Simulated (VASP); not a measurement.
# Te2Mo (P6_3/mmc) in VASP: further runs

Te2Mo is run at these levels: revPBE; tasks: single point.

All numbers are computed with VASP 6.6.1; they aren't measurements. Logs are shortened: lines on timing, memory, paths and dates and some standing lists are left out, and cuts for length are marked.

**The experiment to reproduce.**

“Broadband infrared study of pressure-tunable Fano resonance and metallization transition in 2H-MoTe2”, 2022, pmc:9569381 quotes, for a bulk crystal of Te2Mo at 300 K: band gap 0.88 ± 0.05 eV (indirect).

The runs below are set against these values where they give the same quantity.

**1. The cell of the first run**

The structure is hexagonal, space group P6_3/mmc (No. 194). Conventional cell: a = 3.547 Å, b = 3.547 Å, c = 14.089 Å, α = 90.00°, β = 90.00°, γ = 120.00°. Te (site symmetry 3m) has 3 Mo at 2.74 Å and 6 Te at 3.55 Å within 3.6 Å. Mo (site symmetry -6m2) has 6 Te at 2.74 Å and 6 Mo at 3.55 Å within 3.6 Å.

**2. Single point, revPBE**

The input, INCAR:

```
ALGO = Normal
EDIFF = 1E-7
ENCUT = 520
GGA = RE
ISIF = 2
ISMEAR = -1
LASPH = True
LCHARG = False
LREAL = False
LWAVE = False
NBANDS = 35
NELM = 60
PREC = Accurate
SIGMA = 0.2
```

The input, KPOINTS:

```
k-points
0
Gamma
  8 8 2
```

The input, POSCAR:

```
Te2Mo
1.0
    3.5472773517      0.0000000000      0.0000000000
   -1.7736386758      3.0720317205      0.0000000000
    0.0000000000      0.0000000000     14.0890895348
Te Mo
4 2
Direct
    0.3333333333      0.6666666667      0.6210000000
    0.6666666667      0.3333333333      0.1210000000
    0.3333333333      0.6666666667      0.8790000000
    0.6666666667      0.3333333333      0.3790000000
    0.3333333333      0.6666666667      0.2500000000
    0.6666666667      0.3333333333      0.7500000000
```

Potentials or basis: VASP PAW PBE potentials, release 64 (Te, Mo_sv).

Run with:

```bash
> cat potpaw_PBE.64/Te/POTCAR potpaw_PBE.64/Mo_sv/POTCAR > POTCAR
> mpirun -np 1 vasp_std > vasp.out
```

OUTCAR:

```text
EDIFF = 1E-7
   ENCUT = 520
   GGA = RE
   ISIF = 2
   ISMEAR = -1
   LASPH = True
   LREAL = False
   NELM = 60
   PREC = Accurate

 ion  position               nearest neighbor table
   1  0.333  0.667  0.621-   6 2.74   6 2.74   6 2.74   3 3.63
   2  0.667  0.333  0.121-   5 2.74   5 2.74   5 2.74   4 3.63
   3  0.333  0.667  0.879-   6 2.74   6 2.74   6 2.74   1 3.63
   4  0.667  0.333  0.379-   5 2.74   5 2.74   5 2.74   2 3.63
   5  0.333  0.667  0.250-   2 2.74   4 2.74   2 2.74   4 2.74   2 2.74   4 2.74
   6  0.667  0.333  0.750-   1 2.74   3 2.74   1 2.74   3 2.74   1 2.74   3 2.74

  LATTYP: Found a hexagonal cell.
 ALAT       =     3.5472773517
 C/A-ratio  =     3.9718037633

  Lattice vectors:

 A1 = (   3.5472773517,   0.0000000000,   0.0000000000)
 A2 = (  -1.7736386758,   3.0720317205,   0.0000000000)
 A3 = (   0.0000000000,   0.0000000000,  14.0890895348)

Analysis of symmetry for initial positions (statically):
=====================================================================
 Subroutine PRICEL returns:
 Original cell was already a primitive cell.

 Routine SETGRP: Setting up the symmetry group for a
 hexagonal supercell.

 Subroutine GETGRP returns: Found 24 space group operations
 (whereof 12 operations were pure point group operations)
 out of a pool of 24 trial point group operations.

The static configuration has the point symmetry D_3d.
 The point group associated with its full space group is D_6h.

Analysis of symmetry for dynamics (positions and initial velocities):
=====================================================================
 Subroutine PRICEL returns:
 Original cell was already a primitive cell.

 Routine SETGRP: Setting up the symmetry group for a
 hexagonal supercell.

 Subroutine GETGRP returns: Found 24 space group operations
 (whereof 12 operations were pure point group operations)
 out of a pool of 24 trial point group operations.

The dynamic configuration has the point symmetry D_3d.
 The point group associated with its full space group is D_6h.

 Subroutine INISYM returns: Found 24 space group operations
 (whereof 12 operations are pure point group operations),
 and found     1 'primitive' translations

----------------------------------------------------------------------------------------

                                     Primitive cell

  volume of cell :     153.5337

  direct lattice vectors                    reciprocal lattice vectors
     3.547277352  0.000000000  0.000000000     0.281906347  0.162758736  0.000000000
    -1.773638676  3.072031721  0.000000000     0.000000000  0.325517472  0.000000000
     0.000000000  0.000000000 14.089089535     0.000000000  0.000000000  0.070976907

  length of vectors
     3.547277352  3.547276849 14.089089535     0.325517426  0.325517472  0.070976907

  position of ions in fractional coordinates (direct lattice)
     0.333333333  0.666666667  0.621000000
     0.666666667  0.333333333  0.121000000
     0.333333333  0.666666667  0.879000000
     0.666666667  0.333333333  0.379000000
     0.333333333  0.666666667  0.250000000
     0.666666667  0.333333333  0.750000000

  ion indices of the primitive-cell ions
   primitive index   ion index
                 1           1
                 2           2
                 3           3
                 4           4
                 5           5
                 6           6

----------------------------------------------------------------------------------------

 KPOINTS: k-points

Automatic generation of k-mesh.
 Grid dimensions read from file:
 generate k-points for:    8    8    2

 Generating k-lattice:

  Cartesian coordinates                     Fractional coordinates (reciprocal lattice)
     0.035238293  0.020344842  0.000000000     0.125000000 -0.000000000  0.000000000
     0.000000000  0.040689684  0.000000000     0.000000000  0.125000000  0.000000000
     0.000000000  0.000000000  0.035488454     0.000000000  0.000000000  0.500000000

  Length of vectors
     0.040689678  0.040689684  0.035488454

  Shift w.r.t. Gamma in fractional coordinates (k-lattice)
     0.000000000  0.000000000  0.000000000

 Subroutine IBZKPT returns following result:
 ===========================================

 Found     20 irreducible k-points:

 Following reciprocal coordinates:
            Coordinates               Weight
  0.000000  0.000000  0.000000      1.000000
  0.125000  0.000000  0.000000      6.000000
  0.250000  0.000000  0.000000      6.000000
  0.375000  0.000000  0.000000      6.000000
  0.500000  0.000000  0.000000      3.000000
  0.125000  0.125000  0.000000      6.000000
[... 12 lines left out ...]
  0.250000  0.250000  0.500000      6.000000
  0.375000  0.250000  0.500000      6.000000
   k-points           NKPTS =     20   k-points in BZ     NKDIM =     20   number of bands    NBANDS=     35
   number of dos      NEDOS =    301   number of ions     NIONS =      6
   total plane-waves  NPLWV =  84672
   dimension x,y,z NGX =    28 NGY =   28 NGZ =  108
   dimension x,y,z NGXF=    56 NGYF=   56 NGZF=  216
   ions per type =               4   2
   NGX,Y,Z   is equivalent  to a cutoff of  13.12, 13.12, 12.74 a.u.
   NGXF,Y,Z  is equivalent  to a cutoff of  26.24, 26.24, 25.49 a.u.
 SYSTEM =  unknown system
   PREC   = accura    normal or accurate (medium, high low for compatibility)
   ISTART =      0    job   : 0-new  1-cont  2-samecut
   ICHARG =      2    charge: 1-file 2-atom 10-const
   ISPIN  =      1    spin polarized calculation?
   LNONCOLLINEAR =      F non collinear calculations
   LSORBIT =      F    spin-orbit coupling
   LASPH  =      T    aspherical Exc in radial PAW
   ENCUT  =  520.0 eV  38.22 Ry    6.18 a.u.   6.60  6.60 26.20*2*pi/ulx,y,z
   NELM   =     60;   NELMIN=  2; NELMDL= -5     # of ELM steps
   EDIFF  = 0.1E-06   stopping-criterion for ELM
   LREAL  =      F    real-space projection
   EDIFFG = 0.1E-05   stopping-criterion for IOM
   NSW    =      0    number of steps for IOM
   IBRION =     -1    ionic relax: 0-MD 1-quasi-New 2-CG
   NFREE  =      0    steps in history (QN), initial steepest desc. (CG)
   ISIF   =      2    stress and relaxation
   ISYM   =      2    0-nonsym 1-usesym 2-fastsym
   POTIM  = 0.5000    time-step for ionic-motion
   TEBEG  =    0.0;   TEEND  =   0.0 temperature during run
   PSTRESS=    0.0 pullay stress
   NELECT =      52.0000    total number of electrons
   NUPDOWN=      -1.0000    fix difference up-down
   EMIN   =  10.00;   EMAX   =-10.00  energy-range for DOS
   EFERMI =   0.00;   METHOD = LEGACY
   ISMEAR =    -1;   SIGMA  =   0.20  broadening in eV -4-tet -1-fermi 0-gaus
   EFERMI_NEDOS =   21; number of points for ismear=-14 and -15
   IALGO  =     38    algorithm
   IMIX   =      4    mixing-type and parameters
     AMIX     =   0.40;   BMIX     =  1.00
     AMIX_MAG =   1.60;   BMIX_MAG =  1.00
  volume/ion in A,a.u.               =      25.59       172.68
  Fermi-wavevector in a.u.,A,eV,Ry     =   1.141146  2.156454 17.717711  1.302215
  Thomas-Fermi vector in A             =   2.277847
   LORBIT       =      0    0 simple, 1 ext, 2 COOP (PROOUT), +10 PAW based schemes
   GGA     = RE    functional components
   LHFCALC =     F    Hartree Fock is set to
   AEXX    =    0.0000 exact exchange contribution
   IVDW    =     0    specifies the selected vdW correction
   LEPSILON=     F    determine dielectric tensor
   LRPA    =     F    only Hartree local field effects (RPA)
 non-spin polarized calculation
  energy-cutoff  :      520.00
  volume of cell :      153.53
 maximum number of plane-waves:      4204
 NGX is ok and might be reduce to    28
   NGX = 13   NGY = 13   NGZ = 53

 number of electron      52.0000000 magnetization

 Free energy of the ion-electron system (eV)
  ---------------------------------------------------
  ext. energy  EPLUGINS =         0.00000000
  ---------------------------------------------------
  free energy    TOTEN  =       -33.83459923 eV

  energy without entropy =      -33.69162202  energy(sigma->0) =      -33.76311063

 E-fermi :   8.2763     XC(G=0): -10.2593

 val. band max:        7.8943896457   @ k =   0.0000   0.0000   0.0000
 cond. band min:       8.7161174722   @ k =   0.2500   0.1250   0.0000
 fundamental gap:      0.8217278265
 Fermi energy:         8.2763312487

 k-point     1 :       0.0000    0.0000    0.0000
  band No.  band energies     occupation
      1     -52.9408      2.00000
      2     -52.9408      2.00000
      3     -27.0877      2.00000
      4     -27.0877      2.00000
      5     -26.9836      2.00000
      6     -26.9836      2.00000
[... 27 lines left out ...]
     34      11.1593      0.00000
     35      13.4743      0.00000

 k-point     2 :       0.1250    0.0000    0.0000
  band No.  band energies     occupation
      1     -52.9396      2.00000
      2     -52.9396      2.00000
      3     -27.0839      2.00000
      4     -27.0839      2.00000
      5     -27.0009      2.00000
      6     -27.0009      2.00000
[... 27 lines left out ...]
     34      11.0598      0.00000
     35      14.1396      0.00000

 k-point     3 :       0.2500    0.0000    0.0000
  band No.  band energies     occupation
      1     -52.9365      2.00000
      2     -52.9365      2.00000
      3     -27.0749      2.00000
      4     -27.0749      2.00000
      5     -27.0422      2.00000
      6     -27.0422      2.00000
[... 27 lines left out ...]
     34      11.3952      0.00000
     35      14.0320      0.00000
[... 571 lines left out ...]
 k-point    19 :       0.2500    0.2500    0.5000
  band No.  band energies     occupation
      1     -52.9323      2.00000
      2     -52.9323      2.00000
      3     -27.0787      2.00000
      4     -27.0787      2.00000
      5     -27.0621      2.00000
      6     -27.0621      2.00000
[... 27 lines left out ...]
     34      11.4291      0.00000
     35      13.2299      0.00000

 k-point    20 :       0.3750    0.2500    0.5000
  band No.  band energies     occupation
      1     -52.9314      2.00000
      2     -52.9314      2.00000
      3     -27.0803      2.00000
      4     -27.0803      2.00000
      5     -27.0595      2.00000
      6     -27.0595      2.00000
[... 27 lines left out ...]
     34      11.3964      0.00000
     35      12.8118      0.00000

------------------------ aborting loop because EDIFF is reached ----------------------------------------

  FORCE on cell =-STRESS in cart. coord.  units (eV):
  Direction    XX          YY          ZZ          XY          YZ          ZX
  --------------------------------------------------------------------------------------
  -------------------------------------------------------------------------------------
  Total        1.7364150      1.7364143      1.9119363      0.0000000      0.0000000      0.0000000
  in kB       18.1200893     18.1200825     19.9517147      0.0000000      0.0000000      0.0000000
  external PRESSURE =      18.7306288 kB  Pullay stress =       0.0000000 kB

 VOLUME and BASIS-vectors are now :
 -----------------------------------------------------------------------------
  energy-cutoff  :      520.00
  volume of cell :      153.53
      direct lattice vectors                 reciprocal lattice vectors
     3.547277352  0.000000000  0.000000000     0.281906347  0.162758736  0.000000000
    -1.773638676  3.072031721  0.000000000     0.000000000  0.325517472  0.000000000
     0.000000000  0.000000000 14.089089535     0.000000000  0.000000000  0.070976907

 POSITION                                       TOTAL-FORCE (eV/Angst)
 -----------------------------------------------------------------------------------
     -0.00000      2.04802      8.74932         0.000000     -0.000000      0.068916
      1.77364      1.02401      1.70478        -0.000000      0.000000      0.068916
     -0.00000      2.04802     12.38431         0.000000     -0.000000     -0.068916
      1.77364      1.02401      5.33976         0.000000      0.000000     -0.068916
     -0.00000      2.04802      3.52227        -0.000000      0.000000      0.000000
      1.77364      1.02401     10.56682         0.000000     -0.000000      0.000000
 -----------------------------------------------------------------------------------
    total drift:                               -0.000000      0.000000     -0.000000

  FREE ENERGIE OF THE ION-ELECTRON SYSTEM (eV)
  ---------------------------------------------------
  free  energy   TOTEN  =       -33.8345992320 eV

  energy  without entropy=      -33.6916220237  energy(sigma->0) =      -33.76311063
```

Wall time 3 min (1 thread of AMD EPYC 7R43 (Zen 3), shared host); peak memory 0.28 GiB.

What came out:

```yaml
Free_energy: -33.8346 eV
Pressure: 1.9 GPa
Largest_force: 0.069 eV/Å
Band_gap_on_the_k_mesh: 0.82 eV, indirect (least direct gap 1.17 eV)
```

Forces in eV/Å, atoms in the order of the input:
```
Te   0.000  0.000  0.069
Te   0.000  0.000  0.069
Te   0.000  0.000 -0.069
Te   0.000  0.000 -0.069
Mo   0.000  0.000  0.000
Mo   0.000  0.000  0.000
```

Levels at points of the mesh, in eV from the valence-band top:
```csv
k point,band 22,band 23,band 24,band 25,band 26,band 27,band 28,band 29,band 30,band 31
"(0.00, 0.00, 0.00)",-0.98,-0.98,-0.97,-0.34,0.00,2.82,2.82,2.94,2.94,3.03
"(0.50, 0.00, 0.00)",-1.77,-0.96,-0.90,-0.60,-0.33,1.24,1.30,1.45,1.75,2.57
"(0.00, 0.00, 0.50)",-1.00,-1.00,-1.00,-0.08,-0.08,2.85,2.85,2.85,2.85,3.17
"(0.50, 0.00, 0.50)",-1.87,-0.91,-0.91,-0.47,-0.47,1.27,1.27,1.61,1.61,3.00
```

Caveat: the PAW data sets were made with another functional, which shifts forces and pressure a little; spin-orbit coupling is left out, which moves the levels of the heavy elements; this functional lacks dispersion, which binds the layers, so the pressure and a relaxed spacing across them are unreliable.

**3. Single point, revPBE**

This run uses another cell than the first one, of 26.21 Å³/atom, 1.024 times its volume.

The input, INCAR:

```
PREC = Accurate ; ENCUT = 520
EDIFF = 1E-6 ; ISMEAR = -1
SIGMA = 0.2 ; LREAL = False
LASPH = True ; NELM = 80
ALGO = Normal ; ISIF = 2
LWAVE = False ; LCHARG = False
GGA = RE ; NBANDS = 35
```

The input, KPOINTS:

```
Automatic mesh
0
Gamma
  8 8 2
```

Edit POSCAR of step 2 so:

```diff
@@ -2,5 +2,5 @@
 1.0
-    3.5472773517      0.0000000000      0.0000000000
-   -1.7736386758      3.0720317205      0.0000000000
-    0.0000000000      0.0000000000     14.0890895348
+    3.5758856625      0.0000000000      0.0000000000
+   -1.7879428313      3.0968072398      0.0000000000
+    0.0000000000      0.0000000000     14.2027161316
 Te Mo
```

Potentials or basis: VASP PAW PBE potentials, release 64 (Te, Mo_sv).

Run with:

```bash
> cat potpaw_PBE.64/Te/POTCAR potpaw_PBE.64/Mo_sv/POTCAR > POTCAR
> mpirun -np 1 vasp_std > vasp.out
```

OUTCAR:

```text
PREC = Accurate
   ENCUT = 520
   EDIFF = 1E-6
   ISMEAR = -1
   LREAL = False
   LASPH = True
   NELM = 80
   ISIF = 2
   GGA = RE

 ion  position               nearest neighbor table
   1  0.333  0.667  0.621-   6 2.76   6 2.76   6 2.76   3 3.66
   2  0.667  0.333  0.121-   5 2.76   5 2.76   5 2.76   4 3.66
   3  0.333  0.667  0.879-   6 2.76   6 2.76   6 2.76   1 3.66
   4  0.667  0.333  0.379-   5 2.76   5 2.76   5 2.76   2 3.66
   5  0.333  0.667  0.250-   2 2.76   4 2.76   2 2.76   4 2.76   2 2.76   4 2.76
   6  0.667  0.333  0.750-   1 2.76   3 2.76   1 2.76   3 2.76   1 2.76   3 2.76

  LATTYP: Found a hexagonal cell.
[... 960 lines left out ...]
  -------------------------------------------------------------------------------------
  Total       -0.2035875     -0.2035874     -0.5402416      0.0000000     -0.0000000      0.0000000
  in kB       -2.0739223     -2.0739215     -5.5033788      0.0000000     -0.0000000      0.0000000
  external PRESSURE =      -3.2170742 kB  Pullay stress =       0.0000000 kB

 VOLUME and BASIS-vectors are now :
 -----------------------------------------------------------------------------
  energy-cutoff  :      520.00
  volume of cell :      157.28
      direct lattice vectors                 reciprocal lattice vectors
     3.575885663  0.000000000  0.000000000     0.279651000  0.161456610  0.000000000
    -1.787942831  3.096807240  0.000000000     0.000000000  0.322913221  0.000000000
     0.000000000  0.000000000 14.202716132     0.000000000  0.000000000  0.070409068

 POSITION                                       TOTAL-FORCE (eV/Angst)
 -----------------------------------------------------------------------------------
     -0.00000      2.06454      8.81989        -0.000000      0.000000      0.369864
      1.78794      1.03227      1.71853        -0.000000     -0.000000      0.369864
     -0.00000      2.06454     12.48419         0.000000      0.000000     -0.369864
      1.78794      1.03227      5.38283        -0.000000     -0.000000     -0.369864
     -0.00000      2.06454      3.55068        -0.000000      0.000000      0.000000
      1.78794      1.03227     10.65204         0.000000     -0.000000      0.000000
 -----------------------------------------------------------------------------------
    total drift:                               -0.000000      0.000000     -0.000000

  FREE ENERGIE OF THE ION-ELECTRON SYSTEM (eV)
  ---------------------------------------------------
  free  energy   TOTEN  =       -33.8525468717 eV

  energy  without entropy=      -33.6992171844  energy(sigma->0) =      -33.77588203
```

OSZICAR:

```text
N       E                     dE             d eps       ncg     rms          rms(c)
DAV:   1     0.396269042430E+03    0.39627E+03   -0.27003E+04  1608   0.133E+03
DAV:   2    -0.128234262680E+02   -0.40909E+03   -0.39585E+03  1731   0.316E+02
DAV:   3    -0.345816117782E+02   -0.21758E+02   -0.21255E+02  1714   0.628E+01
DAV:   4    -0.351170126791E+02   -0.53540E+00   -0.53284E+00  1687   0.969E+00
DAV:   5    -0.351302535655E+02   -0.13241E-01   -0.13237E-01  1756   0.158E+00    0.194E+01
DAV:   6    -0.344985338080E+02    0.63172E+00   -0.67750E+00  1508   0.141E+01    0.886E+00
DAV:   7    -0.343619026612E+02    0.13663E+00   -0.63692E+00  1486   0.120E+01    0.629E+00
DAV:   8    -0.338574241499E+02    0.50448E+00   -0.10310E+00  1490   0.553E+00    0.255E+00
DAV:   9    -0.338599765190E+02   -0.25524E-02   -0.24980E-01  1610   0.230E+00    0.106E+00
DAV:  10    -0.338521227690E+02    0.78537E-02   -0.36045E-02  1495   0.111E+00    0.377E-01
DAV:  11    -0.338526201716E+02   -0.49740E-03   -0.21954E-03  1544   0.224E-01    0.162E-01
DAV:  12    -0.338525700708E+02    0.50101E-04   -0.97602E-05  1669   0.499E-02    0.147E-01
DAV:  13    -0.338525449692E+02    0.25102E-04   -0.19772E-04  1487   0.742E-02    0.282E-02
DAV:  14    -0.338525451220E+02   -0.15275E-06   -0.17460E-05  1688   0.184E-02    0.222E-02
DAV:  15    -0.338525469760E+02   -0.18540E-05   -0.25069E-06  1290   0.680E-03    0.104E-02
DAV:  16    -0.338525468717E+02    0.10428E-06   -0.24430E-06  1353   0.790E-03
   1 F= -.33852547E+02 E0= -.33775882E+02  d E =-.153330E+00
```

Wall time 2.7 min (1 thread of AMD EPYC 7R43 (Zen 3), shared host); peak memory 0.3 GiB.

What came out:

* Free energy: -33.8525 eV
* Pressure: -0.3 GPa
* Largest force: 0.370 eV/Å
* Band gap on the k mesh: 0.83 eV, indirect (least direct gap 1.13 eV)

Forces on the atoms (eV/Å):
```
Te   0.000  0.000  0.370
Te   0.000  0.000  0.370
Te   0.000  0.000 -0.370
Te   0.000  0.000 -0.370
Mo   0.000  0.000  0.000
Mo   0.000  0.000  0.000
```

Levels at points of the mesh, in eV from the valence-band top:
```tsv
k point	band 23	band 24	band 25	band 26	band 27	band 28	band 29	band 30
(0.00, 0.00, 0.00)	-0.95	-0.90	-0.35	0.00	2.73	2.73	2.86	2.86
(0.50, 0.00, 0.00)	-0.90	-0.85	-0.60	-0.34	1.22	1.27	1.42	1.71
(0.00, 0.00, 0.50)	-0.96	-0.96	-0.08	-0.08	2.77	2.77	2.77	2.77
(0.50, 0.00, 0.50)	-0.86	-0.86	-0.47	-0.47	1.24	1.24	1.58	1.58
```

Caveat: the PAW data sets were made with another functional, which shifts forces and pressure a little; spin-orbit coupling is left out, which moves the levels of the heavy elements; this functional lacks dispersion, which binds the layers, so the pressure and a relaxed spacing across them are unreliable.

(Continued in part 2 of 2.)
